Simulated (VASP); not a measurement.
# InAs (I-4m2) in VASP: further runs

Runs on InAs. Level: PBE. Tasks: single point.

Program: VASP 6.6.1. These are calculated values, not measurements. Logs are shortened: lines on timing, memory, paths and dates and some standing lists are left out, and cuts for length are marked.

## Step 1: The cell of the first run

The structure is tetragonal, space group I-4m2 (No. 119). The conventional cell has a = 4.106 Å, b = 4.106 Å, c = 6.532 Å, α = 90.00°, β = 90.00°, γ = 90.00°. In (site symmetry -4m2) has 4 As at 2.62 Å within 3.5 Å. Within 3.5 Å of As (site symmetry -4m2) lie 4 In at 2.62 Å.

## Step 2: Single point, PBE (strain -0.040 along x and y, +0.080 along z)

Contents of INCAR:

```
SYSTEM = InAs
PREC = Accurate ; ENCUT = 520
EDIFF = 1E-6 ; ISMEAR = 0
SIGMA = 0.15 ; LREAL = .False.
LASPH = .True. ; NELM = 60
ALGO = Normal ; ISIF = 2
LWAVE = .False. ; LCHARG = .False.
GGA = PE ; NBANDS = 16
```

Contents of KPOINTS:

```
Automatic mesh
0
Gamma
  14 14 14
  0 0 0
```

Contents of POSCAR:

```
InAs
1.0
    0.0000000000      2.9030400000      3.2659200000
    2.9030400000      0.0000000000      3.2659200000
    2.9030400000      2.9030400000      0.0000000000
In As
1 1
Direct
    0.0000000000      0.0000000000      0.0000000000
    0.7500000000      0.7500000000      0.7500000000
```

Potentials or basis: VASP PAW PBE potentials, release 64 (In_d, As).

The run is started by

```console
> cat potpaw_PBE.64/In_d/POTCAR potpaw_PBE.64/As/POTCAR > POTCAR
> mpirun -np 1 vasp_std > vasp.out
```

OUTCAR:

```text
SYSTEM = InAs
   PREC = Accurate
   ENCUT = 520
   EDIFF = 1E-6
   ISMEAR = 0
   LREAL = .False.
   LASPH = .True.
   NELM = 60
   ISIF = 2
   GGA = PE

 ion  position               nearest neighbor table
   1  0.000  0.000  0.000-   2 2.62   2 2.62   2 2.62   2 2.62
   2  0.750  0.750  0.750-   1 2.62   1 2.62   1 2.62   1 2.62

  LATTYP: Found a body centered tetragonal cell.
 ALAT       =     4.1055185401
 C/A-ratio  =     1.5909902577

  Lattice vectors:

 A1 = (  -2.9030400000,   0.0000000000,   3.2659200000)
 A2 = (   2.9030400000,   0.0000000000,   3.2659200000)
 A3 = (   0.0000000000,   2.9030400000,  -3.2659200000)

Analysis of symmetry for initial positions (statically):
=====================================================================
 Subroutine PRICEL returns:
 Original cell was already a primitive cell.

 Routine SETGRP: Setting up the symmetry group for a
 body centered tetragonal supercell.

 Subroutine GETGRP returns: Found  8 space group operations
 (whereof  8 operations were pure point group operations)
 out of a pool of 16 trial point group operations.

The static configuration has the point symmetry D_2d.

Analysis of symmetry for dynamics (positions and initial velocities):
=====================================================================
 Subroutine PRICEL returns:
 Original cell was already a primitive cell.

 Routine SETGRP: Setting up the symmetry group for a
 body centered tetragonal supercell.

 Subroutine GETGRP returns: Found  8 space group operations
 (whereof  8 operations were pure point group operations)
 out of a pool of 16 trial point group operations.

The dynamic configuration has the point symmetry D_2d.

 Subroutine INISYM returns: Found  8 space group operations
 (whereof  8 operations are pure point group operations),
 and found     1 'primitive' translations

----------------------------------------------------------------------------------------

                                     Primitive cell

  volume of cell :      55.0480

  direct lattice vectors                    reciprocal lattice vectors
     0.000000000  2.903040000  3.265920000    -0.172233245  0.172233245  0.153096218
     2.903040000  0.000000000  3.265920000     0.172233245 -0.172233245  0.153096218
     2.903040000  2.903040000  0.000000000     0.172233245  0.172233245 -0.153096218
[... 76 lines left out ...]
   ISTART =      0    job   : 0-new  1-cont  2-samecut
   ICHARG =      2    charge: 1-file 2-atom 10-const
   ISPIN  =      1    spin polarized calculation?
   LNONCOLLINEAR =      F non collinear calculations
   LSORBIT =      F    spin-orbit coupling
   LASPH  =      T    aspherical Exc in radial PAW
   ENCUT  =  520.0 eV  38.22 Ry    6.18 a.u.   8.12  8.12  7.63*2*pi/ulx,y,z
   NELM   =     60;   NELMIN=  2; NELMDL= -5     # of ELM steps
   EDIFF  = 0.1E-05   stopping-criterion for ELM
   LREAL  =      F    real-space projection
   EDIFFG = 0.1E-04   stopping-criterion for IOM
   NSW    =      0    number of steps for IOM
   IBRION =     -1    ionic relax: 0-MD 1-quasi-New 2-CG
   NFREE  =      0    steps in history (QN), initial steepest desc. (CG)
   ISIF   =      2    stress and relaxation
   ISYM   =      2    0-nonsym 1-usesym 2-fastsym
   POTIM  = 0.5000    time-step for ionic-motion
   TEBEG  =    0.0;   TEEND  =   0.0 temperature during run
   PSTRESS=    0.0 pullay stress
   NELECT =      18.0000    total number of electrons
   NUPDOWN=      -1.0000    fix difference up-down
   EMIN   =  10.00;   EMAX   =-10.00  energy-range for DOS
   EFERMI =   0.00;   METHOD = LEGACY
   ISMEAR =     0;   SIGMA  =   0.15  broadening in eV -4-tet -1-fermi 0-gaus
   EFERMI_NEDOS =   21; number of points for ismear=-14 and -15
   IALGO  =     38    algorithm
   IMIX   =      4    mixing-type and parameters
     AMIX     =   0.40;   BMIX     =  1.00
     AMIX_MAG =   1.60;   BMIX_MAG =  1.00
  volume/ion in A,a.u.               =      27.52       185.74
  Fermi-wavevector in a.u.,A,eV,Ry     =   1.127851  2.131330 17.307268  1.272048
  Thomas-Fermi vector in A             =   2.264539
   LORBIT       =      0    0 simple, 1 ext, 2 COOP (PROOUT), +10 PAW based schemes
   GGA     = PE    functional components
   LHFCALC =     F    Hartree Fock is set to
   AEXX    =    0.0000 exact exchange contribution
   IVDW    =     0    specifies the selected vdW correction
   LEPSILON=     F    determine dielectric tensor
   LRPA    =     F    only Hartree local field effects (RPA)
 non-spin polarized calculation
 Gauss-broadening in eV      SIGMA  =   0.15
  energy-cutoff  :      520.00
  volume of cell :       55.05
 maximum number of plane-waves:      1504
   NGX = 17   NGY = 17   NGZ = 15

 number of electron      17.9999993 magnetization

 Free energy of the ion-electron system (eV)
  ---------------------------------------------------
  ext. energy  EPLUGINS =         0.00000000
  ---------------------------------------------------
  free energy    TOTEN  =        -7.60735998 eV

  energy without entropy =       -7.60720384  energy(sigma->0) =       -7.60728191

 E-fermi :   4.8907     XC(G=0):  -9.1268

 val. band max:        4.7691870705   @ k =   0.0000   0.0000   0.0000
 cond. band min:       5.2697884724   @ k =   0.0714  -0.0000   0.0000
 fundamental gap:      0.5006014018
 Fermi energy:         4.8907022764

 k-point     1 :       0.0000    0.0000    0.0000
  band No.  band energies     occupation
      1      -9.8874      2.00000
      2      -9.8395      2.00000
      3      -9.8395      2.00000
      4      -9.7415      2.00000
      5      -9.7310      2.00000
      6      -7.3053      2.00000
[... 433 lines left out ...]
      3      -9.8128      2.00000
      4      -9.7385      2.00000
      5      -9.7289      2.00000
      6      -6.6502      2.00000
[... 8 lines left out ...]
     15      14.4541      0.00000
     16      14.7342      0.00000

 [... further k-points ...]
[... 5 lines left out ...]
  --------------------------------------------------------------------------------------
  -------------------------------------------------------------------------------------
  Total        1.9156795      1.9156795      0.2664677      0.0000000      0.0000000     -0.0000000
  in kB       55.7560307     55.7560307      7.7555685      0.0000000      0.0000000     -0.0000000
  external PRESSURE =      39.7558767 kB  Pullay stress =       0.0000000 kB

 VOLUME and BASIS-vectors are now :
 -----------------------------------------------------------------------------
  energy-cutoff  :      520.00
  volume of cell :       55.05
      direct lattice vectors                 reciprocal lattice vectors
     0.000000000  2.903040000  3.265920000    -0.172233245  0.172233245  0.153096218
     2.903040000  0.000000000  3.265920000     0.172233245 -0.172233245  0.153096218
     2.903040000  2.903040000  0.000000000     0.172233245  0.172233245 -0.153096218

 POSITION                                       TOTAL-FORCE (eV/Angst)
 -----------------------------------------------------------------------------------
      0.00000      0.00000      0.00000         0.000000      0.000000      0.000000
      4.35456      4.35456      4.89888        -0.000000     -0.000000      0.000000
 -----------------------------------------------------------------------------------
    total drift:                                0.000000      0.000000     -0.000000

  FREE ENERGIE OF THE ION-ELECTRON SYSTEM (eV)
  ---------------------------------------------------
  free  energy   TOTEN  =        -7.6073599778 eV

  energy  without entropy=       -7.6072038386  energy(sigma->0) =       -7.60728191
```

stdout:

```text
POSCAR found type information on POSCAR InAs
 POSCAR found :  2 types and       2 ions
 scaLAPACK will be used
 LDA part: xc-table for (Slater+PW92), standard interpolation
 POSCAR, INCAR and KPOINTS ok, starting setup
 FFT: planning ... GRIDC
 FFT: planning ... GRID_SOFT
 FFT: planning ... GRID
 WAVECAR not read
 entering main loop
```

It took 50 s on 1 thread of Intel Xeon 6975P-C (Granite Rapids), shared host; peak memory 0.34 GiB.

What came out:

* Free energy: -7.6074 eV
* Pressure: 4.0 GPa
* Band gap on the k mesh: zero (filled and empty bands touch)

Stress tensor (GPa, compression positive):
```
5.58 0.00 0.00
0.00 5.58 0.00
0.00 0.00 0.78
```

Caveat: the cell differs from its parent crystal (strain -0.040 along x and y, +0.080 along z); the cell stands under pressure; semilocal functionals underestimate gaps, so a narrow gap can read as zero; spin-orbit coupling is left out, which moves the levels of the heavy elements.

## Step 3: Single point, PBE (strain +0.040 along x and y, -0.040 along z)

Contents of INCAR:

```
PREC     = Accurate       # precision mode
ENCUT    = 520            # plane-wave cutoff, eV
EDIFF    = 1E-6           # SCF threshold, eV
ISMEAR   = 0              # smearing method
SIGMA    = 0.15           # smearing width, eV
LREAL    = False          # projectors in reciprocal space
LASPH    = True           # aspherical terms in the spheres
NELM     = 60             # most SCF steps
ALGO     = Normal         # electronic algorithm
ISIF     = 2              # what is computed and relaxed
LWAVE    = False          # write WAVECAR
LCHARG   = False          # write CHGCAR
GGA      = PE             # functional
NBANDS   = 16             # bands
```

Contents of KPOINTS:

```
Automatic mesh
0
Gamma
  14 14 14
```

Contents of POSCAR:

```
InAs
1.0
    0.0000000000      3.1449600000      2.9030400000
    3.1449600000      0.0000000000      2.9030400000
    3.1449600000      3.1449600000      0.0000000000
In As
1 1
Direct
    0.0000000000      0.0000000000      0.0000000000
    0.7500000000      0.7500000000      0.7500000000
```

Potentials or basis: VASP PAW PBE potentials, release 64 (In_d, As).

The run is started by

```console
> cat potpaw_PBE.64/In_d/POTCAR potpaw_PBE.64/As/POTCAR > POTCAR
> mpirun -np 1 vasp_std > vasp.out
```

OUTCAR:

```text
PREC = Accurate
   ENCUT = 520
   EDIFF = 1E-6
   ISMEAR = 0
   LREAL = False
   LASPH = True
   NELM = 60
   ISIF = 2
   GGA = PE

 ion  position               nearest neighbor table
   1  0.000  0.000  0.000-   2 2.66   2 2.66   2 2.66   2 2.66
   2  0.750  0.750  0.750-   1 2.66   1 2.66   1 2.66   1 2.66

  LATTYP: Found a body centered tetragonal cell.
 ALAT       =     4.4476450851
 C/A-ratio  =     1.3054279037

  Lattice vectors:

 A1 = (   0.0000000000,  -3.1449600000,  -2.9030400000)
 A2 = (   0.0000000000,   3.1449600000,  -2.9030400000)
 A3 = (   3.1449600000,   0.0000000000,   2.9030400000)

Analysis of symmetry for initial positions (statically):
=====================================================================
 Subroutine PRICEL returns:
 Original cell was already a primitive cell.

 Routine SETGRP: Setting up the symmetry group for a
 body centered tetragonal supercell.

 Subroutine GETGRP returns: Found  8 space group operations
 (whereof  8 operations were pure point group operations)
 out of a pool of 16 trial point group operations.

[... 155 lines left out ...]
  ---------------------------------------------------
  ext. energy  EPLUGINS =         0.00000000
  ---------------------------------------------------
  free energy    TOTEN  =        -7.68820007 eV

  energy without entropy =       -7.68807141  energy(sigma->0) =       -7.68813574

 E-fermi :   4.3550     XC(G=0):  -8.9345

 val. band max:        4.3439080614   @ k =   0.0000   0.0000   0.0000
 cond. band min:       4.7433311185   @ k =   0.0714   0.0000   0.0000
 fundamental gap:      0.3994230571
 Fermi energy:         4.3549776025

 k-point     1 :       0.0000    0.0000    0.0000
  band No.  band energies     occupation
      1     -10.1994      2.00000
      2     -10.1994      2.00000
      3     -10.1732      2.00000
      4     -10.0913      2.00000
      5     -10.0754      2.00000
      6      -7.4787      2.00000
[... 433 lines left out ...]
      3     -10.1693      2.00000
      4     -10.1028      2.00000
      5     -10.0646      2.00000
      6      -6.7694      2.00000
[... 8 lines left out ...]
     15      13.6163      0.00000
     16      13.8496      0.00000

 [... further k-points ...]
[... 5 lines left out ...]
  --------------------------------------------------------------------------------------
  -------------------------------------------------------------------------------------
  Total        0.2751582      0.2751582      1.0704559      0.0000000      0.0000000      0.0000000
  in kB        7.6767911      7.6767911     29.8652455      0.0000000      0.0000000      0.0000000
  external PRESSURE =      15.0729425 kB  Pullay stress =       0.0000000 kB

 VOLUME and BASIS-vectors are now :
 -----------------------------------------------------------------------------
  energy-cutoff  :      520.00
  volume of cell :       57.43
      direct lattice vectors                 reciprocal lattice vectors
     0.000000000  3.144960000  2.903040000    -0.158984534  0.158984534  0.172233245
     3.144960000  0.000000000  2.903040000     0.158984534 -0.158984534  0.172233245
     3.144960000  3.144960000  0.000000000     0.158984534  0.158984534 -0.172233245

 POSITION                                       TOTAL-FORCE (eV/Angst)
 -----------------------------------------------------------------------------------
      0.00000      0.00000      0.00000        -0.000000     -0.000000      0.000000
      4.71744      4.71744      4.35456         0.000000      0.000000     -0.000000
 -----------------------------------------------------------------------------------
    total drift:                                0.000002      0.000002      0.000001

  FREE ENERGIE OF THE ION-ELECTRON SYSTEM (eV)
  ---------------------------------------------------
  free  energy   TOTEN  =        -7.6882000657 eV

  energy  without entropy=       -7.6880714076  energy(sigma->0) =       -7.68813574
```

stdout:

```text
POSCAR found type information on POSCAR InAs
 POSCAR found :  2 types and       2 ions
 scaLAPACK will be used
 LDA part: xc-table for (Slater+PW92), standard interpolation
 POSCAR, INCAR and KPOINTS ok, starting setup
 FFT: planning ... GRIDC
 FFT: planning ... GRID_SOFT
 FFT: planning ... GRID
 WAVECAR not read
 entering main loop
```

Run time: 62 s. Hardware: 1 thread of Intel Xeon 6975P-C (Granite Rapids), shared host; peak memory 0.36 GiB.

What came out:

```yaml
Free_energy: -7.6882 eV
Pressure: 1.5 GPa
```

Levels at points of the mesh, in eV from the Fermi level:
| k point | band 7 | band 8 | band 9 | band 10 | band 11 | band 12 |
| --- | --- | --- | --- | --- | --- | --- |
| (0.00, 0.00, 0.00) | -0.65 | -0.34 | -0.34 | -0.01 | 3.59 | 3.75 |
| (0.50, 0.00, 0.00) | -5.79 | -1.39 | -0.92 | 0.58 | 4.20 | 4.74 |
| (0.50, 0.50, 0.00) | -5.60 | -2.69 | -2.69 | 1.17 | 1.38 | 8.77 |
| (0.50, 0.00, 0.50) | -6.03 | -2.28 | -2.24 | 1.51 | 2.06 | 8.29 |

Caveat: the cell differs from its parent crystal (strain +0.040 along x and y, -0.040 along z); spin-orbit coupling is left out, which moves the levels of the heavy elements.

## Step 4: Single point, PBE (strain +0.000 along x and y, +0.080 along z)

Contents of INCAR:

```
PREC = Accurate
ENCUT = 520
EDIFF = 1E-6
ISMEAR = 0
SIGMA = 0.15
LREAL = F
LASPH = T
NELM = 80
ALGO = Normal
ISIF = 2
LWAVE = F
LCHARG = F
GGA = PE
NBANDS = 16
```

KPOINTS is that of step 3.

Contents of POSCAR:

```
InAs
1.0
    0.0000000000      3.0240000000      3.2659200000
    3.0240000000      0.0000000000      3.2659200000
    3.0240000000      3.0240000000      0.0000000000
In As
1 1
Direct
    0.0000000000      0.0000000000      0.0000000000
    0.7500000000      0.7500000000      0.7500000000
```

Potentials or basis: VASP PAW PBE potentials, release 64 (In_d, As).

The run is started by

```console
> cat potpaw_PBE.64/In_d/POTCAR potpaw_PBE.64/As/POTCAR > POTCAR
> mpirun -np 1 vasp_std > vasp.out
```

OUTCAR:

```text
PREC = Accurate
   ENCUT = 520
   EDIFF = 1E-6
   ISMEAR = 0
   LREAL = F
   LASPH = T
   NELM = 80
   ISIF = 2
   GGA = PE

 ion  position               nearest neighbor table
   1  0.000  0.000  0.000-   2 2.69   2 2.69   2 2.69   2 2.69
   2  0.750  0.750  0.750-   1 2.69   1 2.69   1 2.69   1 2.69

  LATTYP: Found a body centered tetragonal cell.
 ALAT       =     4.2765818126
 C/A-ratio  =     1.5273506474

  Lattice vectors:

 A1 = (  -3.0240000000,   0.0000000000,   3.2659200000)
 A2 = (   3.0240000000,   0.0000000000,   3.2659200000)
[... 625 lines left out ...]
      3     -10.4682      2.00000
      4     -10.4077      2.00000
      5     -10.3996      2.00000
      6      -7.0357      2.00000
[... 8 lines left out ...]
     15      13.3217      0.00000
     16      13.5899      0.00000

 [... further k-points ...]
[... 5 lines left out ...]
  --------------------------------------------------------------------------------------
  -------------------------------------------------------------------------------------
  Total        0.1921130      0.1921130     -0.9083895      0.0000000      0.0000000      0.0000000
  in kB        5.1530955      5.1530955    -24.3659633      0.0000000      0.0000000      0.0000000
  external PRESSURE =      -4.6865908 kB  Pullay stress =       0.0000000 kB

 VOLUME and BASIS-vectors are now :
 -----------------------------------------------------------------------------
  energy-cutoff  :      520.00
  volume of cell :       59.73
      direct lattice vectors                 reciprocal lattice vectors
     0.000000000  3.024000000  3.265920000    -0.165343915  0.165343915  0.153096218
     3.024000000  0.000000000  3.265920000     0.165343915 -0.165343915  0.153096218
     3.024000000  3.024000000  0.000000000     0.165343915  0.165343915 -0.153096218

 POSITION                                       TOTAL-FORCE (eV/Angst)
 -----------------------------------------------------------------------------------
      0.00000      0.00000      0.00000        -0.000000      0.000000      0.000000
      4.53600      4.53600      4.89888         0.000000     -0.000000     -0.000000
 -----------------------------------------------------------------------------------
    total drift:                               -0.000003     -0.000003      0.000002

  FREE ENERGIE OF THE ION-ELECTRON SYSTEM (eV)
  ---------------------------------------------------
  free  energy   TOTEN  =        -7.6924889929 eV

  energy  without entropy=       -7.6923169858  energy(sigma->0) =       -7.69240299
```

stdout:

```text
POSCAR found type information on POSCAR InAs
 POSCAR found :  2 types and       2 ions
 scaLAPACK will be used
 LDA part: xc-table for (Slater+PW92), standard interpolation
 POSCAR, INCAR and KPOINTS ok, starting setup
 FFT: planning ... GRIDC
 FFT: planning ... GRID_SOFT
 FFT: planning ... GRID
 WAVECAR not read
 entering main loop
```

It took 68 s on 1 thread of Intel Xeon 6975P-C (Granite Rapids), shared host; peak memory 0.38 GiB.

What came out:

```yaml
Free_energy: -7.6925 eV
Pressure: -0.5 GPa
Band_gap_on_the_k_mesh: zero (filled and empty bands touch)
```

Levels at points of the mesh, in eV from the Fermi level:
```tsv
k point	band 6	band 7	band 8	band 9	band 10	band 11	band 12	band 13
(0.00, 0.00, 0.00)	-11.62	-0.87	-0.51	-0.12	-0.12	3.60	3.60	3.76
(0.50, 0.00, 0.00)	-10.38	-5.63	-1.37	-0.87	0.48	4.25	4.60	6.52
(0.50, 0.50, 0.00)	-10.06	-6.02	-2.04	-2.04	1.67	2.22	8.02	8.45
(0.50, 0.00, 0.50)	-9.86	-5.62	-2.44	-2.42	1.32	1.58	8.03	8.56
```

Caveat: the cell differs from its parent crystal (strain +0.000 along x and y, +0.080 along z); semilocal functionals underestimate gaps, so a narrow gap can read as zero; spin-orbit coupling is left out, which moves the levels of the heavy elements.

[end of part 1 of 2]
